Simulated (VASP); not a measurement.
# C (Fd-3m) in VASP: settings compared

C is run at these levels: PBEsol, LDA, PBE; tasks: single point.

Program: VASP 6.6.1. These are calculated values, not measurements. Logs are shortened: lines on timing, memory, paths and dates and some standing lists are left out, and cuts for length are marked.

## 1. The cell of the first run

It takes space group Fd-3m (No. 227, cubic). The conventional cell has a = 3.554 Å, b = 3.554 Å, c = 3.554 Å, α = 90.00°, β = 90.00°, γ = 90.00°. Within 2.1 Å of C (site symmetry -43m) lie 4 C at 1.54 Å.

## 2. Single point, PBEsol

INCAR reads:

```
SYSTEM = C
PREC = Accurate
ENCUT = 520
EDIFF = 1E-6
ISMEAR = -1
SIGMA = 0.05
LREAL = .FALSE.
LASPH = .TRUE.
NELM = 80
ALGO = Normal
ISIF = 2
LWAVE = .FALSE.
LCHARG = .FALSE.
GGA = PS
NBANDS = 11
```

KPOINTS reads:

```
regular mesh
0
G
  11 11 11
  0 0 0
```

POSCAR reads:

```
C
1.0
    0.0000000000      1.7769010000      1.7769010000
    1.7769010000      0.0000000000      1.7769010000
    1.7769010000      1.7769010000      0.0000000000
C
2
Direct
    0.0000000000      0.0000000000      0.0000000000
    0.2500000000      0.2500000000      0.2500000000
```

Potentials or basis: VASP PAW PBE potentials, release 64 (C).

The run is started by

```bash
> cat potpaw_PBE.64/C/POTCAR > POTCAR
> mpirun -np 1 vasp_std > vasp.out
```

OUTCAR:

```text
SYSTEM = C
   PREC = Accurate
   ENCUT = 520
   EDIFF = 1E-6
   ISMEAR = -1
   LREAL = .FALSE.
   LASPH = .TRUE.
   NELM = 80
   ISIF = 2
   GGA = PS

 ion  position               nearest neighbor table
   1  0.000  0.000  0.000-   2 1.54   2 1.54   2 1.54   2 1.54
   2  0.250  0.250  0.250-   1 1.54   1 1.54   1 1.54   1 1.54

  LATTYP: Found a face centered cubic cell.
 ALAT       =     3.5538020000

  Lattice vectors:

 A1 = (   0.0000000000,   1.7769010000,   1.7769010000)
 A2 = (   1.7769010000,   0.0000000000,   1.7769010000)
 A3 = (   1.7769010000,   1.7769010000,   0.0000000000)

Analysis of symmetry for initial positions (statically):
=====================================================================
 Subroutine PRICEL returns:
 Original cell was already a primitive cell.

 Routine SETGRP: Setting up the symmetry group for a
 face centered cubic supercell.

 Subroutine GETGRP returns: Found 48 space group operations
 (whereof 24 operations were pure point group operations)
 out of a pool of 48 trial point group operations.

The static configuration has the point symmetry T_d .
 The point group associated with its full space group is O_h .

Analysis of symmetry for dynamics (positions and initial velocities):
=====================================================================
 Subroutine PRICEL returns:
 Original cell was already a primitive cell.

 Routine SETGRP: Setting up the symmetry group for a
 face centered cubic supercell.

 Subroutine GETGRP returns: Found 48 space group operations
 (whereof 24 operations were pure point group operations)
 out of a pool of 48 trial point group operations.

The dynamic configuration has the point symmetry T_d .
 The point group associated with its full space group is O_h .

 Subroutine INISYM returns: Found 48 space group operations
 (whereof 24 operations are pure point group operations),
 and found     1 'primitive' translations

----------------------------------------------------------------------------------------

                                     Primitive cell

  volume of cell :      11.2207

  direct lattice vectors                    reciprocal lattice vectors
     0.000000000  1.776901000  1.776901000    -0.281388777  0.281388777  0.281388777
     1.776901000  0.000000000  1.776901000     0.281388777 -0.281388777  0.281388777
     1.776901000  1.776901000  0.000000000     0.281388777  0.281388777 -0.281388777

  length of vectors
     2.512917493  2.512917493  2.512917493     0.487379659  0.487379659  0.487379659

  position of ions in fractional coordinates (direct lattice)
     0.000000000  0.000000000  0.000000000
[... 83 lines left out ...]
   NFREE  =      0    steps in history (QN), initial steepest desc. (CG)
   ISIF   =      2    stress and relaxation
   ISYM   =      2    0-nonsym 1-usesym 2-fastsym
   POTIM  = 0.5000    time-step for ionic-motion
   TEBEG  =    0.0;   TEEND  =   0.0 temperature during run
   PSTRESS=    0.0 pullay stress
   NELECT =       8.0000    total number of electrons
   NUPDOWN=      -1.0000    fix difference up-down
   EMIN   =  10.00;   EMAX   =-10.00  energy-range for DOS
   EFERMI =   0.00;   METHOD = LEGACY
   ISMEAR =    -1;   SIGMA  =   0.05  broadening in eV -4-tet -1-fermi 0-gaus
   EFERMI_NEDOS =   21; number of points for ismear=-14 and -15
   IALGO  =     38    algorithm
   IMIX   =      4    mixing-type and parameters
     AMIX     =   0.40;   BMIX     =  1.00
     AMIX_MAG =   1.60;   BMIX_MAG =  1.00
  volume/ion in A,a.u.               =       5.61        37.86
  Fermi-wavevector in a.u.,A,eV,Ry     =   1.462508  2.763739 29.101906  2.138930
  Thomas-Fermi vector in A             =   2.578713
   LORBIT       =      0    0 simple, 1 ext, 2 COOP (PROOUT), +10 PAW based schemes
   GGA     = PS    functional components
   LHFCALC =     F    Hartree Fock is set to
   AEXX    =    0.0000 exact exchange contribution
   IVDW    =     0    specifies the selected vdW correction
   LEPSILON=     F    determine dielectric tensor
   LRPA    =     F    only Hartree local field effects (RPA)
 non-spin polarized calculation
  energy-cutoff  :      520.00
  volume of cell :       11.22
 maximum number of plane-waves:       310
   NGX =  9   NGY =  9   NGZ =  9

 number of electron       7.9999999 magnetization

 Free energy of the ion-electron system (eV)
  ---------------------------------------------------
  ext. energy  EPLUGINS =         0.00000000
  ---------------------------------------------------
  free energy    TOTEN  =       -19.24967456 eV

  energy without entropy =      -19.24967456  energy(sigma->0) =      -19.24967456

 E-fermi :  10.8494     XC(G=0): -13.4868

 val. band max:        9.8678430969   @ k =   0.0000   0.0000   0.0000
 cond. band min:      13.8955625401   @ k =   0.3636   0.3636   0.0000
 fundamental gap:      4.0277194433
 Fermi energy:        10.8493710187

 k-point     1 :       0.0000    0.0000    0.0000
  band No.  band energies     occupation
      1     -11.8013      2.00000
      2       9.8678      2.00000
      3       9.8678      2.00000
      4       9.8678      2.00000
      5      15.4369      0.00000
      6      15.4369      0.00000
      7      15.4369      0.00000
      8      23.4858      0.00000
      9      28.9660      0.00000
     10      36.4562      0.00000
     11      36.4562      0.00000
[... 309 lines left out ...]
 k-point    24 :      -0.1818    0.1818    0.0000
  band No.  band energies     occupation
      1      -9.3657      2.00000
      2       3.5257      2.00000
      3       4.4040      2.00000
      4       8.2029      2.00000
      5      17.8775      0.00000
      6      18.5476      0.00000
      7      19.7557      0.00000
      8      23.6222      0.00000
      9      29.7568      0.00000
     10      30.8444      0.00000
     11      33.5058      0.00000

 [... further k-points ...]
[... 5 lines left out ...]
  --------------------------------------------------------------------------------------
  -------------------------------------------------------------------------------------
  Total        0.0774171      0.0774171      0.0774171      0.0000000     -0.0000000      0.0000000
  in kB       11.0542184     11.0542184     11.0542184      0.0000000     -0.0000000      0.0000000
  external PRESSURE =      11.0542184 kB  Pullay stress =       0.0000000 kB

 VOLUME and BASIS-vectors are now :
 -----------------------------------------------------------------------------
  energy-cutoff  :      520.00
  volume of cell :       11.22
      direct lattice vectors                 reciprocal lattice vectors
     0.000000000  1.776901000  1.776901000    -0.281388777  0.281388777  0.281388777
     1.776901000  0.000000000  1.776901000     0.281388777 -0.281388777  0.281388777
     1.776901000  1.776901000  0.000000000     0.281388777  0.281388777 -0.281388777

 POSITION                                       TOTAL-FORCE (eV/Angst)
 -----------------------------------------------------------------------------------
      0.00000      0.00000      0.00000         0.000000     -0.000000      0.000000
      0.88845      0.88845      0.88845        -0.000000      0.000000     -0.000000
 -----------------------------------------------------------------------------------
    total drift:                                0.000000      0.000000      0.000000

  FREE ENERGIE OF THE ION-ELECTRON SYSTEM (eV)
  ---------------------------------------------------
  free  energy   TOTEN  =       -19.2496745598 eV

  energy  without entropy=      -19.2496745598  energy(sigma->0) =      -19.24967456
```

Wall time 17 s (1 thread of AMD EPYC 7R13, shared host); peak memory 0.09 GiB.

Results:

```
Free energy            : -19.2497 eV
Pressure               : 1.1 GPa
Band gap on the k mesh : 4.03 eV, indirect (least direct gap 5.57 eV)
```

Caveat: the PAW data sets were made with another functional, which shifts forces and pressure a little. A k mesh can miss the band edges.

## 3. Single point, LDA

INCAR reads:

```
PREC = Accurate
ENCUT = 600
EDIFF = 1E-6
ISMEAR = -1
SIGMA = 0.05
LREAL = False
LASPH = True
NELM = 120
ALGO = Normal
ISIF = 2
LWAVE = False
LCHARG = True
LELF = True
LVHAR = True
NBANDS = 11
GGA_COMPAT = False
```

KPOINTS reads:

```
Automatic mesh
0
Gamma
  11 11 11
```

POSCAR is that of step 2.

Potentials or basis: VASP PAW LDA potentials, release 64 (C).

The run is started by

```bash
> cat potpaw_LDA.64/C/POTCAR > POTCAR
> mpirun -np 1 vasp_std > vasp.out
```

OUTCAR:

```text
PREC = Accurate
   ENCUT = 600
   EDIFF = 1E-6
   ISMEAR = -1
   LREAL = False
   LASPH = True
   NELM = 120
   ISIF = 2

 ion  position               nearest neighbor table
   1  0.000  0.000  0.000-   2 1.54   2 1.54   2 1.54   2 1.54
   2  0.250  0.250  0.250-   1 1.54   1 1.54   1 1.54   1 1.54

  LATTYP: Found a face centered cubic cell.
 ALAT       =     3.5538020000

  Lattice vectors:

 A1 = (   0.0000000000,   1.7769010000,   1.7769010000)
 A2 = (   1.7769010000,   0.0000000000,   1.7769010000)
 A3 = (   1.7769010000,   1.7769010000,   0.0000000000)

Analysis of symmetry for initial positions (statically):
=====================================================================
 Subroutine PRICEL returns:
 Original cell was already a primitive cell.

 Routine SETGRP: Setting up the symmetry group for a
 face centered cubic supercell.

 Subroutine GETGRP returns: Found 48 space group operations
 (whereof 24 operations were pure point group operations)
 out of a pool of 48 trial point group operations.

The static configuration has the point symmetry T_d .
 The point group associated with its full space group is O_h .

Analysis of symmetry for dynamics (positions and initial velocities):
=====================================================================
 Subroutine PRICEL returns:
 Original cell was already a primitive cell.

 Routine SETGRP: Setting up the symmetry group for a
 face centered cubic supercell.

 Subroutine GETGRP returns: Found 48 space group operations
 (whereof 24 operations were pure point group operations)
 out of a pool of 48 trial point group operations.

The dynamic configuration has the point symmetry T_d .
 The point group associated with its full space group is O_h .

 Subroutine INISYM returns: Found 48 space group operations
 (whereof 24 operations are pure point group operations),
 and found     1 'primitive' translations

----------------------------------------------------------------------------------------

[... 118 lines left out ...]
   LHFCALC =     F    Hartree Fock is set to
   AEXX    =    0.0000 exact exchange contribution
   IVDW    =     0    specifies the selected vdW correction
   LEPSILON=     F    determine dielectric tensor
   LRPA    =     F    only Hartree local field effects (RPA)
 non-spin polarized calculation
  energy-cutoff  :      600.00
  volume of cell :       11.22
 maximum number of plane-waves:       383
   NGX =  9   NGY =  9   NGZ =  9

 number of electron       7.9999999 magnetization

 Free energy of the ion-electron system (eV)
  ---------------------------------------------------
  ext. energy  EPLUGINS =         0.00000000
  ---------------------------------------------------
  free energy    TOTEN  =       -20.24857405 eV

  energy without entropy =      -20.24857405  energy(sigma->0) =      -20.24857405

 E-fermi :  10.8528     XC(G=0): -13.5524

 val. band max:        9.8821363525   @ k =   0.0000   0.0000   0.0000
 cond. band min:      14.0053066858   @ k =   0.3636   0.3636   0.0000
 fundamental gap:      4.1231703333
 Fermi energy:        10.8527711988

 k-point     1 :       0.0000    0.0000    0.0000
  band No.  band energies     occupation
      1     -11.5815      2.00000
      2       9.8821      2.00000
      3       9.8821      2.00000
      4       9.8821      2.00000
      5      15.4556      0.00000
      6      15.4556      0.00000
      7      15.4556      0.00000
      8      23.6877      0.00000
      9      29.0301      0.00000
     10      36.6359      0.00000
     11      36.6359      0.00000
[... 309 lines left out ...]
 k-point    24 :      -0.1818    0.1818    0.0000
  band No.  band energies     occupation
      1      -9.1552      2.00000
      2       3.6356      2.00000
      3       4.4767      2.00000
      4       8.2310      2.00000
      5      17.8753      0.00000
      6      18.5876      0.00000
      7      19.7596      0.00000
      8      23.6878      0.00000
      9      29.8818      0.00000
     10      30.7668      0.00000
     11      33.5004      0.00000

 [... further k-points ...]

------------------------ aborting loop because EDIFF is reached ----------------------------------------

  FORCE on cell =-STRESS in cart. coord.  units (eV):
  Direction    XX          YY          ZZ          XY          YZ          ZX
  --------------------------------------------------------------------------------------
  -------------------------------------------------------------------------------------
  Total       -0.5371931     -0.5371931     -0.5371931      0.0000000      0.0000000     -0.0000000
  in kB      -76.7045882    -76.7045882    -76.7045882      0.0000000      0.0000000     -0.0000000
  external PRESSURE =     -76.7045882 kB  Pullay stress =       0.0000000 kB

 VOLUME and BASIS-vectors are now :
 -----------------------------------------------------------------------------
  energy-cutoff  :      600.00
  volume of cell :       11.22
      direct lattice vectors                 reciprocal lattice vectors
     0.000000000  1.776901000  1.776901000    -0.281388777  0.281388777  0.281388777
     1.776901000  0.000000000  1.776901000     0.281388777 -0.281388777  0.281388777
     1.776901000  1.776901000  0.000000000     0.281388777  0.281388777 -0.281388777

 POSITION                                       TOTAL-FORCE (eV/Angst)
 -----------------------------------------------------------------------------------
      0.00000      0.00000      0.00000        -0.000000     -0.000000     -0.000000
      0.88845      0.88845      0.88845         0.000000      0.000000      0.000000
 -----------------------------------------------------------------------------------
    total drift:                                0.000000      0.000000      0.000000

  FREE ENERGIE OF THE ION-ELECTRON SYSTEM (eV)
  ---------------------------------------------------
  free  energy   TOTEN  =       -20.2485740539 eV

  energy  without entropy=      -20.2485740538  energy(sigma->0) =      -20.24857405
```

It took 12 s on 1 thread of AMD EPYC 7R13, shared host; peak memory 0.08 GiB.

What came out:

```
Free energy            : -20.2486 eV
Pressure               : -7.7 GPa
Band gap on the k mesh : 4.12 eV, indirect (least direct gap 5.57 eV)
```

## 4. Single point, PBE

INCAR reads:

```
SYSTEM = C
PREC = Accurate
ENCUT = 600
EDIFF = 1E-6
ISMEAR = -1
SIGMA = 0.05
LREAL = .False.
LASPH = .True.
NELM = 120
ALGO = Normal
ISIF = 2
LWAVE = .False.
LCHARG = .False.
GGA = PE
NBANDS = 11
GGA_COMPAT = .False.
```

KPOINTS reads:

```
regular mesh
0
Gamma
  11 11 11
  0 0 0
```

POSCAR is that of step 3.

Potentials or basis: VASP PAW PBE potentials, release 64 (C).

The run is started by

```bash
> cat potpaw_PBE.64/C/POTCAR > POTCAR
> mpirun -np 1 vasp_std > vasp.out
```

OUTCAR:

```text
SYSTEM = C
   PREC = Accurate
   ENCUT = 600
   EDIFF = 1E-6
   ISMEAR = -1
   LREAL = .False.
   LASPH = .True.
   NELM = 120
   ISIF = 2
   GGA = PE

 ion  position               nearest neighbor table
   1  0.000  0.000  0.000-   2 1.54   2 1.54   2 1.54   2 1.54
   2  0.250  0.250  0.250-   1 1.54   1 1.54   1 1.54   1 1.54

  LATTYP: Found a face centered cubic cell.
 ALAT       =     3.5538020000

  Lattice vectors:

 A1 = (   0.0000000000,   1.7769010000,   1.7769010000)
 A2 = (   1.7769010000,   0.0000000000,   1.7769010000)
 A3 = (   1.7769010000,   1.7769010000,   0.0000000000)

Analysis of symmetry for initial positions (statically):
=====================================================================
 Subroutine PRICEL returns:
 Original cell was already a primitive cell.

 Routine SETGRP: Setting up the symmetry group for a
 face centered cubic supercell.

 Subroutine GETGRP returns: Found 48 space group operations
 (whereof 24 operations were pure point group operations)
 out of a pool of 48 trial point group operations.

The static configuration has the point symmetry T_d .
 The point group associated with its full space group is O_h .

Analysis of symmetry for dynamics (positions and initial velocities):
[... 164 lines left out ...]
 Fermi energy:        10.9220655863

 k-point     1 :       0.0000    0.0000    0.0000
  band No.  band energies     occupation
      1     -11.7367      2.00000
      2       9.8869      2.00000
      3       9.8869      2.00000
      4       9.8869      2.00000
      5      15.5072      0.00000
      6      15.5072      0.00000
      7      15.5072      0.00000
      8      23.4690      0.00000
      9      29.3219      0.00000
     10      36.5431      0.00000
     11      36.5431      0.00000
[... 309 lines left out ...]
 k-point    24 :      -0.1818    0.1818    0.0000
  band No.  band energies     occupation
      1      -9.3093      2.00000
      2       3.5558      2.00000
      3       4.4710      2.00000
      4       8.2281      2.00000
      5      17.9423      0.00000
      6      18.6165      0.00000
      7      19.8328      0.00000
      8      23.7167      0.00000
      9      29.9711      0.00000
     10      31.1359      0.00000
     11      33.6941      0.00000

 [... further k-points ...]
[... 5 lines left out ...]
  --------------------------------------------------------------------------------------
  -------------------------------------------------------------------------------------
  Total        0.4689743      0.4689743      0.4689743     -0.0000000      0.0000000     -0.0000000
  in kB       66.9637727     66.9637727     66.9637727     -0.0000000      0.0000000     -0.0000000
  external PRESSURE =      66.9637727 kB  Pullay stress =       0.0000000 kB

 VOLUME and BASIS-vectors are now :
 -----------------------------------------------------------------------------
  energy-cutoff  :      600.00
  volume of cell :       11.22
      direct lattice vectors                 reciprocal lattice vectors
     0.000000000  1.776901000  1.776901000    -0.281388777  0.281388777  0.281388777
     1.776901000  0.000000000  1.776901000     0.281388777 -0.281388777  0.281388777
     1.776901000  1.776901000  0.000000000     0.281388777  0.281388777 -0.281388777

 POSITION                                       TOTAL-FORCE (eV/Angst)
 -----------------------------------------------------------------------------------
      0.00000      0.00000      0.00000        -0.000000     -0.000000     -0.000000
      0.88845      0.88845      0.88845         0.000000      0.000000      0.000000
 -----------------------------------------------------------------------------------
    total drift:                                0.000000      0.000000      0.000000

  FREE ENERGIE OF THE ION-ELECTRON SYSTEM (eV)
  ---------------------------------------------------
  free  energy   TOTEN  =       -18.1862262255 eV

  energy  without entropy=      -18.1862262255  energy(sigma->0) =      -18.18622623
```

stdout:

```text
POSCAR found type information on POSCAR C
 POSCAR found :  1 types and       2 ions
 scaLAPACK will be used
 LDA part: xc-table for (Slater+PW92), standard interpolation
 POSCAR, INCAR and KPOINTS ok, starting setup
 FFT: planning ... GRIDC
 FFT: planning ... GRID_SOFT
 FFT: planning ... GRID
 WAVECAR not read
 entering main loop
```

Wall time 16 s (1 thread of AMD EPYC 7R13, shared host); peak memory 0.09 GiB.

Results:

- Free energy: -18.1862 eV
- Pressure: 6.7 GPa
- Band gap on the k mesh: 4.15 eV, indirect (least direct gap 5.62 eV)

Levels at points of the mesh, in eV from the valence-band top:
```tsv
k point	band 1	band 2	band 3	band 4	band 5	band 6	band 7	band 8
(0.00, 0.00, 0.00)	-21.62	0.00	0.00	0.00	5.62	5.62	5.62	13.58
```

## 5. Summary

| level | potentials or basis | cutoff (eV) | gap on the mesh (eV) | pressure (GPa) |
| --- | --- | --- | --- | --- |
| PBEsol | VASP PAW PBE potentials, release 64 (C) | 520 | 4.03 | 1.1 |
| LDA | VASP PAW LDA potentials, release 64 (C) | 600 | 4.12 | -7.7 |
| PBE | VASP PAW PBE potentials, release 64 (C) | 600 | 4.15 | 6.7 |

Alike in all rows: task single point; no spin polarisation; cell as given; k mesh 11 × 11 × 11; smearing fermi-dirac 0.05 eV.

Caveats: the PAW data sets were made with another functional, which shifts forces and pressure a little (some runs).

Total energies depend on the potentials used, so only differences within one code and one set of settings carry meaning.
